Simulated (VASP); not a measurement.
Wanted: the native input for a VASP 6.6.1 run.

* Task: single point
* Functional: LDA
* Potentials or basis: VASP PAW LDA potentials, release 64 (Ru_pv)
* Cutoff: 520 eV
* k mesh: 17 × 17 × 17
* Occupations: fermi-dirac, width 0.1 eV
* Spin: no spin polarisation
* Dipole correction: no
* Further INCAR settings: ALGO = Normal; EDIFF = 1e-06; NBANDS = 13

The structure of Ru lies in POSCAR:

```
Ru
1.0
    2.4225397869      0.0000000000      0.0000000000
    0.0000000000      2.4225397869      0.0000000000
    0.0000000000      0.0000000000      2.4225397869
Ru
1
Direct
    0.0000000000      0.0000000000      0.0000000000
```

This cell differs from its parent crystal: volume scaled by 0.95.

One way to write it, as run:

INCAR

```
PREC     = Accurate       # precision mode
ENCUT    = 520            # plane-wave cutoff, eV
EDIFF    = 1E-6           # SCF threshold, eV
ISMEAR   = -1             # smearing method
SIGMA    = 0.1            # smearing width, eV
LREAL    = F              # projectors in reciprocal space
LASPH    = T              # aspherical terms in the spheres
NELM     = 100            # most SCF steps
ALGO     = Normal         # electronic algorithm
ISIF     = 2              # what is computed and relaxed
LWAVE    = F              # write WAVECAR
LCHARG   = F              # write CHGCAR
NBANDS   = 13             # bands
```

KPOINTS

```
Automatic mesh
0
Gamma
  17 17 17
```

Potentials or basis: VASP PAW LDA potentials, release 64 (Ru_pv).

Launch:

```sh
$ cat potpaw_LDA.64/Ru_pv/POTCAR > POTCAR
$ mpirun -np 1 vasp_std > vasp.out
```

Results of the run:

```yaml
Pressure: 16.4 GPa
Band_gap_on_the_k_mesh: zero (band 7 reaches 16.38 eV, above the bottom of band 8 at 10.95 eV)
```

Wall time 14 s on 1 thread of Intel(R) Xeon(R) Platinum 8259CL CPU @ 2.50GHz (Skylake/Cascade Lake), with other jobs on the host, peak memory 0.13 GiB.
